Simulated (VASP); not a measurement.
# Ta2C (P-3m1) in VASP: notebook, part 2 of 4

VASP 6.6.1. The steps go on from the part before.

## Step 3: Single point, BLYP+D3(BJ)

Contents of INCAR:

```
PREC = Accurate
ENCUT = 520
EDIFF = 1E-7
ISMEAR = -1
SIGMA = 0.01
LREAL = F
LASPH = T
NELM = 100
ALGO = Normal
ISIF = 2
LWAVE = F
LCHARG = F
GGA = B5
ALDAX = 1.0
AGGAX = 1.0
AGGAC = 1.0
ALDAC = 0.0
IVDW = 12
VDW_S6 = 1.0
VDW_S8 = 2.6996
VDW_A1 = 0.4298
VDW_A2 = 4.2359
NBANDS = 20
```

Contents of KPOINTS:

```
Automatic mesh
0
Gamma
  4 4 2
```

Contents of POSCAR:

```
Ta2C
1.0
    3.0870177263      0.0000000000      0.0000000000
   -1.5435088632      2.6734357729      0.0000000000
    0.0000000000      0.0000000000      4.9270028571
Ta C
2 1
Direct
    0.3333333333      0.6666666667      0.2562053944
    0.6666666667      0.3333333333      0.7437946056
    0.0000000000      0.0000000000      0.0000000000
```

Potentials or basis: VASP PAW PBE potentials, release 64 (Ta_pv, C).

On the command line:

```sh
$ cat potpaw_PBE.64/Ta_pv/POTCAR potpaw_PBE.64/C/POTCAR > POTCAR
$ mpirun -np 1 vasp_std > vasp.out
```

OUTCAR:

```text
PREC = Accurate
   ENCUT = 520
   EDIFF = 1E-7
   ISMEAR = -1
   LREAL = F
   LASPH = T
   NELM = 100
   ISIF = 2
   GGA = B5
   IVDW = 12
 IVDW          = 12

 ion  position               nearest neighbor table
   1  0.333  0.667  0.256-   3 2.18   3 2.18   3 2.18   2 2.99   2 2.99   2 2.99   2 3.09   2 3.09
                             2 3.09
   2  0.667  0.333  0.744-   3 2.18   3 2.18   3 2.18   1 2.99   1 2.99   1 2.99   1 3.09   1 3.09
                             1 3.09
   3  0.000  0.000  0.000-   1 2.18   2 2.18   2 2.18   1 2.18   2 2.18   1 2.18

  LATTYP: Found a hexagonal cell.
 ALAT       =     3.0870177263
 C/A-ratio  =     1.5960397037

  Lattice vectors:

 A1 = (   3.0870177263,   0.0000000000,   0.0000000000)
 A2 = (  -1.5435088632,   2.6734357729,   0.0000000000)
 A3 = (   0.0000000000,   0.0000000000,   4.9270028571)

Analysis of symmetry for initial positions (statically):
=====================================================================
 Subroutine PRICEL returns:
 Original cell was already a primitive cell.

 Routine SETGRP: Setting up the symmetry group for a
 hexagonal supercell.

 Subroutine GETGRP returns: Found 12 space group operations
 (whereof 12 operations were pure point group operations)
 out of a pool of 24 trial point group operations.

The static configuration has the point symmetry D_3d.

Analysis of symmetry for dynamics (positions and initial velocities):
=====================================================================
 Subroutine PRICEL returns:
 Original cell was already a primitive cell.

 Routine SETGRP: Setting up the symmetry group for a
 hexagonal supercell.

 Subroutine GETGRP returns: Found 12 space group operations
 (whereof 12 operations were pure point group operations)
 out of a pool of 24 trial point group operations.

The dynamic configuration has the point symmetry D_3d.

 Subroutine INISYM returns: Found 12 space group operations
 (whereof 12 operations are pure point group operations),
 and found     1 'primitive' translations

----------------------------------------------------------------------------------------

                                     Primitive cell

  volume of cell :      40.6623

  direct lattice vectors                    reciprocal lattice vectors
     3.087017726  0.000000000  0.000000000     0.323937239  0.187025252  0.000000000
    -1.543508863  2.673435773  0.000000000     0.000000000  0.374050505  0.000000000
     0.000000000  0.000000000  4.927002857     0.000000000  0.000000000  0.202963146

  length of vectors
     3.087017726  3.087017726  4.927002857     0.374050505  0.374050505  0.202963146

  position of ions in fractional coordinates (direct lattice)
     0.333333333  0.666666667  0.256205394
     0.666666667  0.333333333  0.743794606
     0.000000000  0.000000000  0.000000000

  ion indices of the primitive-cell ions
   primitive index   ion index
                 1           1
                 2           2
                 3           3

----------------------------------------------------------------------------------------

 KPOINTS: Automatic mesh

Automatic generation of k-mesh.
 Grid dimensions read from file:
 generate k-points for:    4    4    2

 Generating k-lattice:

  Cartesian coordinates                     Fractional coordinates (reciprocal lattice)
     0.080984310  0.046756313  0.000000000     0.250000000  0.000000000  0.000000000
     0.000000000  0.093512626  0.000000000     0.000000000  0.250000000  0.000000000
     0.000000000  0.000000000  0.101481573     0.000000000  0.000000000  0.500000000

  Length of vectors
     0.093512626  0.093512626  0.101481573

  Shift w.r.t. Gamma in fractional coordinates (k-lattice)
     0.000000000  0.000000000  0.000000000

 Subroutine IBZKPT returns following result:
 ===========================================

 Found      8 irreducible k-points:

 Following reciprocal coordinates:
            Coordinates               Weight
  0.000000  0.000000  0.000000      1.000000
  0.250000  0.000000  0.000000      6.000000
  0.500000  0.000000  0.000000      3.000000
  0.250000  0.250000  0.000000      6.000000
  0.000000  0.000000  0.500000      1.000000
  0.250000  0.000000  0.500000      6.000000
  0.500000  0.000000  0.500000      3.000000
  0.250000  0.250000  0.500000      6.000000
   k-points           NKPTS =      8   k-points in BZ     NKDIM =      8   number of bands    NBANDS=     20
   number of dos      NEDOS =    301   number of ions     NIONS =      3
   total plane-waves  NPLWV =  23040
   dimension x,y,z NGX =    24 NGY =   24 NGZ =   40
   dimension x,y,z NGXF=    48 NGYF=   48 NGZF=   80
   ions per type =               2   1
   NGX,Y,Z   is equivalent  to a cutoff of  12.92, 12.92, 13.50 a.u.
   NGXF,Y,Z  is equivalent  to a cutoff of  25.85, 25.85, 26.99 a.u.
 SYSTEM =  unknown system
   PREC   = accura    normal or accurate (medium, high low for compatibility)
   ISTART =      0    job   : 0-new  1-cont  2-samecut
   ICHARG =      2    charge: 1-file 2-atom 10-const
   ISPIN  =      1    spin polarized calculation?
   LNONCOLLINEAR =      F non collinear calculations
   LSORBIT =      F    spin-orbit coupling
   LASPH  =      T    aspherical Exc in radial PAW
   ENCUT  =  520.0 eV  38.22 Ry    6.18 a.u.   5.74  5.74  9.16*2*pi/ulx,y,z
   NELM   =    100;   NELMIN=  2; NELMDL= -5     # of ELM steps
   EDIFF  = 0.1E-06   stopping-criterion for ELM
   LREAL  =      F    real-space projection
   EDIFFG = 0.1E-05   stopping-criterion for IOM
   NSW    =      0    number of steps for IOM
   IBRION =     -1    ionic relax: 0-MD 1-quasi-New 2-CG
   NFREE  =      0    steps in history (QN), initial steepest desc. (CG)
   ISIF   =      2    stress and relaxation
   ISYM   =      2    0-nonsym 1-usesym 2-fastsym
   POTIM  = 0.5000    time-step for ionic-motion
   TEBEG  =    0.0;   TEEND  =   0.0 temperature during run
   PSTRESS=    0.0 pullay stress
   NELECT =      26.0000    total number of electrons
   NUPDOWN=      -1.0000    fix difference up-down
   EMIN   =  10.00;   EMAX   =-10.00  energy-range for DOS
   EFERMI =   0.00;   METHOD = LEGACY
   ISMEAR =    -1;   SIGMA  =   0.01  broadening in eV -4-tet -1-fermi 0-gaus
   EFERMI_NEDOS =   21; number of points for ismear=-14 and -15
   IALGO  =     38    algorithm
   IMIX   =      4    mixing-type and parameters
     AMIX     =   0.40;   BMIX     =  1.00
     AMIX_MAG =   1.60;   BMIX_MAG =  1.00
  volume/ion in A,a.u.               =      13.55        91.47
  Fermi-wavevector in a.u.,A,eV,Ry     =   1.410378  2.665227 27.064230  1.989165
  Thomas-Fermi vector in A             =   2.532338
   LORBIT       =      0    0 simple, 1 ext, 2 COOP (PROOUT), +10 PAW based schemes
   GGA     = B5    functional components
   LHFCALC =     F    Hartree Fock is set to
   AEXX    =    0.0000 exact exchange contribution
   IVDW    =    12    specifies the selected vdW correction
   LEPSILON=     F    determine dielectric tensor
   LRPA    =     F    only Hartree local field effects (RPA)
 non-spin polarized calculation
  energy-cutoff  :      520.00
  volume of cell :       40.66
 maximum number of plane-waves:      1120
 NGX is ok and might be reduce to    24
   NGX = 11   NGY = 11   NGZ = 19

 number of electron      26.0000001 magnetization

 Free energy of the ion-electron system (eV)
  ---------------------------------------------------
  ext. energy  EPLUGINS =         0.00000000
  ---------------------------------------------------
  free energy    TOTEN  =       -30.83568247 eV

  energy without entropy =      -30.83568247  energy(sigma->0) =      -30.83568247

 E-fermi :   7.4618     XC(G=0): -12.2076

 val. band max:        7.2116971360   @ k =   0.0000   0.0000   0.0000
 cond. band min:       7.7025483343   @ k =   0.0000   0.0000   0.0000
 fundamental gap:      0.4908511983
 Fermi energy:         7.4618262575

 k-point     1 :       0.0000    0.0000    0.0000
  band No.  band energies     occupation
      1     -27.5056      2.00000
      2     -26.8038      2.00000
      3     -26.8038      2.00000
      4     -26.6851      2.00000
      5     -26.6851      2.00000
      6     -26.5811      2.00000
[... 12 lines left out ...]
     19       9.9021      0.00000
[... 145 lines left out ...]
      4     -27.0584      2.00000
      5     -26.7752      2.00000
      6     -26.7618      2.00000
[... 12 lines left out ...]
     19      13.4005      0.00000
     20      14.4625      0.00000

------------------------ aborting loop because EDIFF is reached ----------------------------------------

 Edisp (eV)   -3.75361

 E8    (eV) :    -2.9125

  FORCE on cell =-STRESS in cart. coord.  units (eV):
  Direction    XX          YY          ZZ          XY          YZ          ZX
  --------------------------------------------------------------------------------------
  -------------------------------------------------------------------------------------
  Total       0.42496     0.42496     0.44885    -0.00000     0.00000    -0.00000
  in kB      16.74421    16.74421    17.68568    -0.00000     0.00000    -0.00000
  external pressure =       17.06 kB  Pullay stress =        0.00 kB

 VOLUME and BASIS-vectors are now :
 -----------------------------------------------------------------------------
  energy-cutoff  :      520.00
  volume of cell :       40.66
      direct lattice vectors                 reciprocal lattice vectors
     3.087017726  0.000000000  0.000000000     0.323937239  0.187025252  0.000000000
    -1.543508863  2.673435773  0.000000000     0.000000000  0.374050505  0.000000000
     0.000000000  0.000000000  4.927002857     0.000000000  0.000000000  0.202963146

 POSITION                                       TOTAL-FORCE (eV/Angst)
 -----------------------------------------------------------------------------------
     -0.00000      1.78229      1.26232        -0.000000      0.000000      0.053889
      1.54351      0.89115      3.66468         0.000000     -0.000000     -0.053889
      0.00000      0.00000      0.00000        -0.000000      0.000000      0.000000
 -----------------------------------------------------------------------------------
    total drift:                                0.000000     -0.000000     -0.000000

  FREE ENERGIE OF THE ION-ELECTRON SYSTEM (eV)
  ---------------------------------------------------
  free  energy   TOTEN  =       -34.5892963350 eV

  energy  without entropy=      -34.5892963350  energy(sigma->0) =      -34.58929633
```

Wall time 14 s (1 thread of Intel Xeon Platinum 8488C (Sapphire Rapids), shared host); peak memory 0.16 GiB.

Results:

* Free energy: -34.5893 eV
* Pressure: 1.7 GPa
* Largest force: 0.054 eV/Å
* Band gap on the k mesh: zero (band 13 reaches 7.70 eV, above the bottom of band 14 at 6.95 eV)
* Dispersion energy per atom: -1.251 eV

Forces in eV/Å, atoms in the order of the input:
```
Ta   0.000  0.000  0.054
Ta   0.000  0.000 -0.054
C    0.000  0.000  0.000
```

Caveat: the k points lie up to 0.64 Å⁻¹ apart; the PAW data sets were made with another functional, which shifts forces and pressure a little; spin-orbit coupling is left out, which moves the levels of the heavy elements; pairwise dispersion overbinds metals, which lowers pressure and volume.

[end of part 2 of 4]
